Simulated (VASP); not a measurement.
# W (Im-3m) in VASP: a series of runs

Runs on W. Level: LDA. Tasks: single point, relaxation of cell and atoms.

All numbers are computed with VASP 6.6.1; they aren't measurements. Logs are shortened: lines on timing, memory, paths and dates and some standing lists are left out, and cuts for length are marked.

### 1 The cell of the first run

It takes space group Im-3m (No. 229, cubic). The conventional cell has a = 3.136 Å, b = 3.136 Å, c = 3.136 Å, α = 90.00°, β = 90.00°, γ = 90.00°. W (site symmetry m-3m) has 14 W at 2.72 to 3.14 Å within 3.6 Å.

### 2 Single point, LDA

The input, INCAR:

```
PREC = Accurate ; ENCUT = 520
EDIFF = 1E-6 ; ISMEAR = -1
SIGMA = 0.05 ; LREAL = False
LASPH = True ; NELM = 100
ALGO = Normal ; ISIF = 2
LWAVE = False ; LCHARG = False
GGA = CA ; NBANDS = 13
```

The input, KPOINTS:

```
regular mesh
0
Gamma
  15 15 15
```

The input, POSCAR:

```
W
1.0
   -1.5679545867      1.5679545867      1.5679545867
    1.5679545867     -1.5679545867      1.5679545867
    1.5679545867      1.5679545867     -1.5679545867
W
1
Direct
    0.0000000000      0.0000000000      0.0000000000
```

Potentials or basis: VASP PAW LDA potentials, release 64 (W_sv).

Run with:

```sh
$ cat potpaw_LDA.64/W_sv/POTCAR > POTCAR
$ mpirun -np 1 vasp_std > vasp.out
```

OUTCAR:

```text
PREC = Accurate
   ENCUT = 520
   EDIFF = 1E-6
   ISMEAR = -1
   LREAL = False
   LASPH = True
   NELM = 100
   ISIF = 2
   GGA = CA

 ion  position               nearest neighbor table
   1  0.000  0.000  0.000-

  LATTYP: Found a body centered cubic cell.
 ALAT       =     3.1359091734

  Lattice vectors:

 A1 = (  -1.5679545867,   1.5679545867,   1.5679545867)
 A2 = (   1.5679545867,  -1.5679545867,   1.5679545867)
 A3 = (   1.5679545867,   1.5679545867,  -1.5679545867)

Analysis of symmetry for initial positions (statically):
=====================================================================
 Subroutine PRICEL returns:
 Original cell was already a primitive cell.

 Routine SETGRP: Setting up the symmetry group for a
 body centered cubic supercell.

 Subroutine GETGRP returns: Found 48 space group operations
 (whereof 48 operations were pure point group operations)
 out of a pool of 48 trial point group operations.

The static configuration has the point symmetry O_h .

Analysis of symmetry for dynamics (positions and initial velocities):
=====================================================================
 Subroutine PRICEL returns:
 Original cell was already a primitive cell.

 Routine SETGRP: Setting up the symmetry group for a
 body centered cubic supercell.

 Subroutine GETGRP returns: Found 48 space group operations
 (whereof 48 operations were pure point group operations)
 out of a pool of 48 trial point group operations.

The dynamic configuration has the point symmetry O_h .

 Subroutine INISYM returns: Found 48 space group operations
 (whereof 48 operations are pure point group operations),
 and found     1 'primitive' translations

----------------------------------------------------------------------------------------

                                     Primitive cell

  volume of cell :      15.4191

  direct lattice vectors                    reciprocal lattice vectors
    -1.567954587  1.567954587  1.567954587     0.000000000  0.318886787  0.318886787
     1.567954587 -1.567954587  1.567954587     0.318886787  0.000000000  0.318886787
     1.567954587  1.567954587 -1.567954587     0.318886787  0.318886787  0.000000000

  length of vectors
     2.715777008  2.715777008  2.715777008     0.450974019  0.450974019  0.450974019

  position of ions in fractional coordinates (direct lattice)
     0.000000000  0.000000000  0.000000000

  ion indices of the primitive-cell ions
   primitive index   ion index
                 1           1

----------------------------------------------------------------------------------------

 KPOINTS: regular mesh

Automatic generation of k-mesh.
 Grid dimensions read from file:
 generate k-points for:   15   15   15

 Generating k-lattice:

  Cartesian coordinates                     Fractional coordinates (reciprocal lattice)
     0.000000000  0.021259119  0.021259119     0.066666667  0.000000000  0.000000000
     0.021259119  0.000000000  0.021259119     0.000000000  0.066666667  0.000000000
     0.021259119  0.021259119  0.000000000     0.000000000  0.000000000  0.066666667

  Length of vectors
     0.030064935  0.030064935  0.030064935

  Shift w.r.t. Gamma in fractional coordinates (k-lattice)
     0.000000000  0.000000000  0.000000000

 Subroutine IBZKPT returns following result:
 ===========================================

 Found    120 irreducible k-points:

 Following reciprocal coordinates:
            Coordinates               Weight
  0.000000  0.000000  0.000000      1.000000
  0.066667  0.000000  0.000000     12.000000
  0.133333  0.000000  0.000000     12.000000
  0.200000  0.000000  0.000000     12.000000
  0.266667  0.000000  0.000000     12.000000
  0.333333  0.000000  0.000000     12.000000
[... 16 lines left out ...]
  0.333333  0.200000  0.000000     48.000000
  0.400000  0.200000  0.000000     24.000000
 [... further k-points ...]
   k-points           NKPTS =    120   k-points in BZ     NKDIM =    120   number of bands    NBANDS=     13
   number of dos      NEDOS =    301   number of ions     NIONS =      1
   total plane-waves  NPLWV =   8000
   dimension x,y,z NGX =    20 NGY =   20 NGZ =   20
   dimension x,y,z NGXF=    40 NGYF=   40 NGZF=   40
   ions per type =               1
   NGX,Y,Z   is equivalent  to a cutoff of  12.24, 12.24, 12.24 a.u.
   NGXF,Y,Z  is equivalent  to a cutoff of  24.49, 24.49, 24.49 a.u.
 SYSTEM =  unknown system
   PREC   = accura    normal or accurate (medium, high low for compatibility)
   ISTART =      0    job   : 0-new  1-cont  2-samecut
   ICHARG =      2    charge: 1-file 2-atom 10-const
   ISPIN  =      1    spin polarized calculation?
   LNONCOLLINEAR =      F non collinear calculations
   LSORBIT =      F    spin-orbit coupling
   LASPH  =      T    aspherical Exc in radial PAW
   ENCUT  =  520.0 eV  38.22 Ry    6.18 a.u.   5.05  5.05  5.05*2*pi/ulx,y,z
   NELM   =    100;   NELMIN=  2; NELMDL= -5     # of ELM steps
   EDIFF  = 0.1E-05   stopping-criterion for ELM
   LREAL  =      F    real-space projection
   EDIFFG = 0.1E-04   stopping-criterion for IOM
   NSW    =      0    number of steps for IOM
   IBRION =     -1    ionic relax: 0-MD 1-quasi-New 2-CG
   NFREE  =      0    steps in history (QN), initial steepest desc. (CG)
   ISIF   =      2    stress and relaxation
   ISYM   =      2    0-nonsym 1-usesym 2-fastsym
   POTIM  = 0.5000    time-step for ionic-motion
   TEBEG  =    0.0;   TEEND  =   0.0 temperature during run
   PSTRESS=    0.0 pullay stress
   NELECT =      14.0000    total number of electrons
   NUPDOWN=      -1.0000    fix difference up-down
   EMIN   =  10.00;   EMAX   =-10.00  energy-range for DOS
   EFERMI =   0.00;   METHOD = LEGACY
   ISMEAR =    -1;   SIGMA  =   0.05  broadening in eV -4-tet -1-fermi 0-gaus
   EFERMI_NEDOS =   21; number of points for ismear=-14 and -15
   IALGO  =     38    algorithm
   IMIX   =      4    mixing-type and parameters
     AMIX     =   0.40;   BMIX     =  1.00
     AMIX_MAG =   1.60;   BMIX_MAG =  1.00
  volume/ion in A,a.u.               =      15.42       104.05
  Fermi-wavevector in a.u.,A,eV,Ry     =   1.585249  2.995685 34.191617  2.513013
  Thomas-Fermi vector in A             =   2.684742
   LORBIT       =      0    0 simple, 1 ext, 2 COOP (PROOUT), +10 PAW based schemes
   GGA     = CA    functional components
   LHFCALC =     F    Hartree Fock is set to
   AEXX    =    0.0000 exact exchange contribution
   IVDW    =     0    specifies the selected vdW correction
   LEPSILON=     F    determine dielectric tensor
   LRPA    =     F    only Hartree local field effects (RPA)
 non-spin polarized calculation
  energy-cutoff  :      520.00
  volume of cell :       15.42
 maximum number of plane-waves:       428
   NGX =  9   NGY =  9   NGZ =  9

 number of electron      14.0000004 magnetization

 Free energy of the ion-electron system (eV)
  ---------------------------------------------------
  ext. energy  EPLUGINS =         0.00000000
  ---------------------------------------------------
  free energy    TOTEN  =       -14.10274439 eV

  energy without entropy =      -14.09875474  energy(sigma->0) =      -14.10074956

 E-fermi :  11.7226     XC(G=0): -13.9864

 val. band max:       11.6590163296   @ k =  -0.3333   0.4000   0.2667
 cond. band min:      11.7539568903   @ k =  -0.1333   0.1333   0.1333
 fundamental gap:      0.0949405607
 Fermi energy:        11.7226089146

 k-point     1 :       0.0000    0.0000    0.0000
  band No.  band energies     occupation
      1     -61.9950      2.00000
      2     -25.7581      2.00000
      3     -25.7581      2.00000
      4     -25.7581      2.00000
      5       2.0321      2.00000
      6      10.4144      2.00000
      7      10.4144      2.00000
      8      10.4144      2.00000
      9      13.9763      0.00000
     10      13.9763      0.00000
     11      26.3636      0.00000
     12      26.3636      0.00000
     13      26.3636      0.00000

 k-point     2 :       0.0667    0.0000    0.0000
  band No.  band energies     occupation
      1     -61.9884      2.00000
      2     -25.8256      2.00000
      3     -25.7790      2.00000
      4     -25.7585      2.00000
      5       2.2556      2.00000
      6      10.2789      2.00000
      7      10.3839      2.00000
      8      10.6305      2.00000
      9      13.7615      0.00000
     10      13.9776      0.00000
     11      26.5549      0.00000
     12      26.7405      0.00000
     13      26.9177      0.00000

 k-point     3 :       0.1333    0.0000    0.0000
  band No.  band energies     occupation
      1     -61.9694      2.00000
      2     -26.0135      2.00000
      3     -25.8376      2.00000
      4     -25.7596      2.00000
      5       2.8870      2.00000
      6       9.9177      2.00000
      7      10.2403      2.00000
      8      11.2686      1.99977
      9      13.3740      0.00000
     10      13.9970      0.00000
     11      26.9922      0.00000
     12      27.8231      0.00000
     13      28.2349      0.00000
[... 305 lines left out ...]
 k-point    23 :       0.3333    0.2000    0.0000
  band No.  band energies     occupation
      1     -61.8320      2.00000
      2     -26.9985      2.00000
      3     -26.3905      2.00000
      4     -25.9032      2.00000
      5       6.5476      2.00000
      6       8.3351      2.00000
      7      10.1276      2.00000
      8      13.7091      0.00000
      9      15.0627      0.00000
     10      19.6667      0.00000
     11      22.2173      0.00000
     12      25.7651      0.00000
     13      28.3965      0.00000

 k-point    24 :       0.4000    0.2000    0.0000
  band No.  band energies     occupation
      1     -61.8264      2.00000
      2     -27.0214      2.00000
      3     -26.4296      2.00000
      4     -25.9061      2.00000
      5       6.5209      2.00000
      6       8.3143      2.00000
      7      10.4194      2.00000
      8      13.7541      0.00000
      9      15.2757      0.00000
     10      20.4385      0.00000
     11      21.4211      0.00000
     12      25.2339      0.00000
     13      28.2852      0.00000

 [... further k-points ...]
[... 5 lines left out ...]
  --------------------------------------------------------------------------------------
  -------------------------------------------------------------------------------------
  Total        0.1866663      0.1866663      0.1866663      0.0000000      0.0000000     -0.0000000
  in kB       19.3961712     19.3961712     19.3961712      0.0000000      0.0000000     -0.0000000
  external PRESSURE =      19.3961712 kB  Pullay stress =       0.0000000 kB

 VOLUME and BASIS-vectors are now :
 -----------------------------------------------------------------------------
  energy-cutoff  :      520.00
  volume of cell :       15.42
      direct lattice vectors                 reciprocal lattice vectors
    -1.567954587  1.567954587  1.567954587     0.000000000  0.318886787  0.318886787
     1.567954587 -1.567954587  1.567954587     0.318886787  0.000000000  0.318886787
     1.567954587  1.567954587 -1.567954587     0.318886787  0.318886787  0.000000000

 POSITION                                       TOTAL-FORCE (eV/Angst)
 -----------------------------------------------------------------------------------
      0.00000      0.00000      0.00000         0.000000      0.000000     -0.000000
 -----------------------------------------------------------------------------------
    total drift:                                0.000000     -0.000000      0.000000

  FREE ENERGIE OF THE ION-ELECTRON SYSTEM (eV)
  ---------------------------------------------------
  free  energy   TOTEN  =       -14.1027443919 eV

  energy  without entropy=      -14.0987547375  energy(sigma->0) =      -14.10074956
```

It took 12 s on 1 thread of Intel Xeon Platinum 8259CL at 2.50GHz (Skylake/Cascade Lake), shared host; peak memory 0.13 GiB.

Results:

* Free energy: -14.1027 eV
* Pressure: 1.9 GPa
* Band gap on the k mesh: zero (band 7 reaches 16.54 eV, above the bottom of band 8 at 10.41 eV)

Caveat: spin-orbit coupling is left out, which moves the levels of the heavy elements.

### 3 Single point, LDA

The input, INCAR:

```
PREC     = Accurate       # precision mode
ENCUT    = 520            # plane-wave cutoff, eV
EDIFF    = 1E-6           # SCF threshold, eV
ISMEAR   = -1             # smearing method
SIGMA    = 0.05           # smearing width, eV
LREAL    = F              # projectors in reciprocal space
LASPH    = T              # aspherical terms in the spheres
NELM     = 60             # most SCF steps
ALGO     = Normal         # electronic algorithm
ISIF     = 2              # what is computed and relaxed
LWAVE    = F              # write WAVECAR
LCHARG   = T              # write CHGCAR
LELF     = T              # ELF
LVHAR    = T            
NBANDS   = 13             # bands
```

The input, KPOINTS:

```
Automatic mesh
0
Gamma
  15 15 15
```

The input, POSCAR:

```
W
1.0
   -1.5679487792      1.5679487792      1.5679487792
    1.5679487792     -1.5679487792      1.5679487792
    1.5679487792      1.5679487792     -1.5679487792
W
1
Direct
    0.0000000000      0.0000000000      0.0000000000
```

Potentials or basis: VASP PAW LDA potentials, release 64 (W_sv).

Run with:

```sh
$ cat potpaw_LDA.64/W_sv/POTCAR > POTCAR
$ mpirun -np 1 vasp_std > vasp.out
```

Wall time 12 s (1 thread of Intel Xeon Platinum 8259CL at 2.50GHz (Skylake/Cascade Lake), shared host); peak memory 0.13 GiB.

Results (log left out):

```
Free energy            : -14.1027 eV
Pressure               : 1.9 GPa
Band gap on the k mesh : zero (band 7 reaches 16.54 eV, above the bottom of band 8 at 10.41 eV)
```

Levels at points of the mesh, in eV from the Fermi level:
```
           k point  band 3  band 4  band 5  band 6  band 7  band 8  band 9  band 10  band 11  band 12
(0.00, 0.00, 0.00)  -37.48  -37.48   -9.69   -1.31   -1.31   -1.31    2.25     2.25    14.64    14.64
```

Caveat: spin-orbit coupling is left out, which moves the levels of the heavy elements.

### 4 Relaxation of cell and atoms, LDA

This run uses another cell than the first one, of 15.85 Å³/atom, 1.028 times its volume.

The input, INCAR:

```
PREC = Accurate
ENCUT = 600
EDIFF = 1E-7
ISMEAR = -1
SIGMA = 0.05
LREAL = False
LASPH = True
NELM = 60
ALGO = Normal
ISIF = 3
LWAVE = False
LCHARG = False
IBRION = 2
NSW = 100
EDIFFG = -0.005
```

The input, KPOINTS:

```
regular mesh
0
Gamma
  15 15 15
```

The input, POSCAR:

```
W
1.0
   -1.5823450000      1.5823450000      1.5823450000
    1.5823450000     -1.5823450000      1.5823450000
    1.5823450000      1.5823450000     -1.5823450000
W
1
Direct
    0.0000000000      0.0000000000      0.0000000000
```

Potentials or basis: VASP PAW LDA potentials, release 64 (W_sv).

Run with:

```sh
$ cat potpaw_LDA.64/W_sv/POTCAR > POTCAR
$ mpirun -np 1 vasp_std > vasp.out
```

OUTCAR:

```text
PREC = Accurate
   ENCUT = 600
   EDIFF = 1E-7
   ISMEAR = -1
   LREAL = False
   LASPH = True
   NELM = 60
   ISIF = 3
   IBRION = 2
   NSW = 100
   EDIFFG = -0.005

 ion  position               nearest neighbor table
   1  0.000  0.000  0.000-

  LATTYP: Found a body centered cubic cell.
 ALAT       =     3.1646900000

  Lattice vectors:

 A1 = (  -1.5823450000,   1.5823450000,   1.5823450000)
 A2 = (   1.5823450000,  -1.5823450000,   1.5823450000)
 A3 = (   1.5823450000,   1.5823450000,  -1.5823450000)

Analysis of symmetry for initial positions (statically):
=====================================================================
 Subroutine PRICEL returns:
 Original cell was already a primitive cell.

 Routine SETGRP: Setting up the symmetry group for a
[... 283 lines left out ...]

 val. band max:       11.5694937080   @ k =  -0.3333   0.4000   0.2667
 cond. band min:      11.6721895430   @ k =  -0.1333   0.1333   0.1333
 fundamental gap:      0.1026958350
 Fermi energy:        11.6297512038

 k-point     1 :       0.0000    0.0000    0.0000
  band No.  band energies     occupation
      1     -62.0917      2.00000
      2     -25.8646      2.00000
      3     -25.8646      2.00000
      4     -25.8646      2.00000
      5       1.9748      2.00000
      6      10.3352      2.00000
      7      10.3352      2.00000
      8      10.3352      2.00000
      9      13.8720      0.00000
     10      13.8720      0.00000
     11      26.2614      0.00000
[... 309 lines left out ...]
 k-point    24 :       0.4000    0.2000    0.0000
  band No.  band energies     occupation
      1     -61.9274      2.00000
      2     -27.1034      2.00000
      3     -26.5231      2.00000
      4     -26.0096      2.00000
      5       6.4633      2.00000
      6       8.2489      2.00000
      7      10.3286      2.00000
      8      13.6493      0.00000
      9      15.1552      0.00000
     10      20.2809      0.00000
     11      21.2534      0.00000

 [... further k-points ...]
[... 5 lines left out ...]
  --------------------------------------------------------------------------------------
  -------------------------------------------------------------------------------------
  Total       -0.0045394     -0.0045394     -0.0045394     -0.0000000     -0.0000000      0.0000000
  in kB       -0.4688646     -0.4688646     -0.4688646     -0.0000000     -0.0000000      0.0000000
  external PRESSURE =      -0.4688646 kB  Pullay stress =       0.0000000 kB
[... 16 lines left out ...]
  FREE ENERGIE OF THE ION-ELECTRON SYSTEM (eV)
  ---------------------------------------------------
  free  energy   TOTEN  =       -14.1035386349 eV

  energy  without entropy=      -14.0996268535  energy(sigma->0) =      -14.10158274

 reached required accuracy - stopping structural energy minimisation
```

Run time: 35 s. Hardware: 1 thread of Intel Xeon Platinum 8259CL at 2.50GHz (Skylake/Cascade Lake), shared host; peak memory 0.16 GiB.

What came out:

| Item | Value |
| --- | --- |
| Free energy | -14.1035 eV |
| Relaxed volume | 15.51 Å³/atom |
| Relaxed cell | a = 2.721 Å, b = 2.721 Å, c = 2.721 Å, α = 109.47°, β = 109.47°, γ = 109.47° |
| Space group after relaxing (to 0.05 Å) | Im-3m (No. 229) |
| Energy gained by relaxing | 7.3 meV/atom |
| Ionic steps | 4 |
| Pressure after relaxing | 0.0 GPa |
| Band gap on the k mesh | zero (band 7 reaches 16.41 eV, above the bottom of band 8 at 10.34 eV) |

Step by step:
```tsv
step	energy change (eV)	largest force (eV/Å)	pressure (GPa)	volume (Å³)
1	0.0000	0.0000	-6.88	15.85
2	0.0980	0.0000	30.73	14.34
3	-0.0073	0.0000	-0.26	15.52
4	-0.0073	0.0000	-0.05	15.51
```

Final structure:
```
W
1.0
    -1.57109    1.57109    1.57109
     1.57109   -1.57109    1.57109
     1.57109    1.57109   -1.57109
W
1
Direct
  0.00000 0.00000 0.00000
```

Caveat: spin-orbit coupling is left out, which moves the levels of the heavy elements. LDA usually gives volumes a few per cent too small.

### 5 Relaxation of cell and atoms, LDA

This run uses another cell than the first one, of 15.85 Å³/atom, 1.028 times its volume.

The input, INCAR:

```
SYSTEM = W
ALGO = Normal
EDIFF = 1E-6
EDIFFG = -0.02
ENCUT = 600
IBRION = 2
ISIF = 3
ISMEAR = -1
LASPH = .TRUE.
LCHARG = .FALSE.
LREAL = .FALSE.
LWAVE = .FALSE.
NELM = 80
NSW = 100
PREC = Accurate
SIGMA = 0.05
```

The input, KPOINTS:

```
k-points
0
G
  15 15 15
  0 0 0
```

POSCAR is that of step 4.

Run with:

```sh
$ cat potpaw_LDA.64/W_sv/POTCAR > POTCAR
$ mpirun -np 1 vasp_std > vasp.out
```

Wall time 32 s (1 thread of Intel Xeon Platinum 8259CL at 2.50GHz (Skylake/Cascade Lake), shared host); peak memory 0.16 GiB.

Results (log left out):

| Property | Result |
| --- | --- |
| Free energy | -14.1035 eV |
| Relaxed volume | 15.51 Å³/atom |
| Relaxed cell | a = 2.721 Å, b = 2.721 Å, c = 2.721 Å, α = 109.47°, β = 109.47°, γ = 109.47° |
| Space group after relaxing (to 0.05 Å) | Im-3m (No. 229) |
| Energy gained by relaxing | 7.3 meV/atom |
| Ionic steps | 4 |
| Pressure after relaxing | 0.0 GPa |
| Band gap on the k mesh | zero (band 7 reaches 16.41 eV, above the bottom of band 8 at 10.34 eV) |

The path:
```
step  energy change (eV)  largest force (eV/Å)  pressure (GPa)  volume (Å³)
   1              0.0000                0.0000           -6.87        15.85
   2              0.0979                0.0000           30.72        14.34
   3             -0.0073                0.0000           -0.26        15.52
   4             -0.0073                0.0000           -0.05        15.51
```

Final structure:
```
W
1.0
    -1.57109    1.57109    1.57109
     1.57109   -1.57109    1.57109
     1.57109    1.57109   -1.57109
W
1
Cartesian
  1.5711 1.5711 1.5711
```

Levels at points of the mesh, in eV from the Fermi level:
```tsv
k point	band 5	band 6	band 7	band 8	band 9	band 10
(0.00, 0.00, 0.00)	-9.65	-1.29	-1.29	-1.29	2.24	2.24
```

Caveat: spin-orbit coupling is left out, which moves the levels of the heavy elements.
